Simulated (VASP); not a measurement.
Here is a VASP 6.6.1 calculation.

POSCAR

```
NaCl
1.0
    0.0000000000      2.9804531401      2.9804531401
    2.9804531401      0.0000000000      2.9804531401
    2.9804531401      2.9804531401      0.0000000000
Na Cl
1 1
Direct
    0.0000000000      0.0000000000      0.0000000000
    0.2500000000      0.2500000000      0.2500000000
```

The input INCAR.step1:

```
PREC     = Accurate       # precision mode
ENCUT    = 520            # plane-wave cutoff, eV
ISMEAR   = 0              # smearing method
SIGMA    = 0.01           # smearing width, eV
LREAL    = False          # projectors in reciprocal space
LASPH    = True           # aspherical terms in the spheres
NELM     = 60             # most SCF steps
NBANDS   = 14             # bands
GGA      = PE             # functional
ALGO     = Normal         # electronic algorithm
EDIFF    = 1E-4           # SCF threshold, eV
LWAVE    = True           # write WAVECAR
LCHARG   = False          # write CHGCAR
```

File INCAR.step2:

```
PREC     = Accurate       # precision mode
ENCUT    = 520            # plane-wave cutoff, eV
EDIFF    = 1E-7           # SCF threshold, eV
ISMEAR   = 0              # smearing method
SIGMA    = 0.01           # smearing width, eV
LREAL    = False          # projectors in reciprocal space
LASPH    = True           # aspherical terms in the spheres
NELM     = 60             # most SCF steps
ALGO     = Normal         # electronic algorithm
ISIF     = 2              # what is computed and relaxed
LWAVE    = False          # write WAVECAR
LCHARG   = True           # write CHGCAR
METAGGA  = R2SCAN         # meta-GGA
LMIXTAU  = True         
LELF     = True           # ELF
LVHAR    = True         
NBANDS   = 14             # bands
ISTART   = 1
```

The input KPOINTS:

```
regular mesh
0
Gamma
  8 8 8
```

Potentials or basis: VASP PAW PBE potentials, release 64 (Na_pv, Cl).

Run with:

```sh
$ cat potpaw_PBE.64/Na_pv/POTCAR potpaw_PBE.64/Cl/POTCAR > POTCAR
$ cp INCAR.step1 INCAR
$ mpirun -np 1 vasp_std > vasp.out
$ cp INCAR.step2 INCAR
$ mpirun -np 1 vasp_std > vasp.out
```

Task: Predict the pressure.

Result: 2.4 GPa.

Task: Estimate the band gap on the k mesh.

Result: 5.83 eV, direct.

Caveat: the cell differs from its parent crystal (strain -3.5%); the PAW data sets were made with another functional, which shifts forces and pressure a little. A k mesh can miss the band edges.
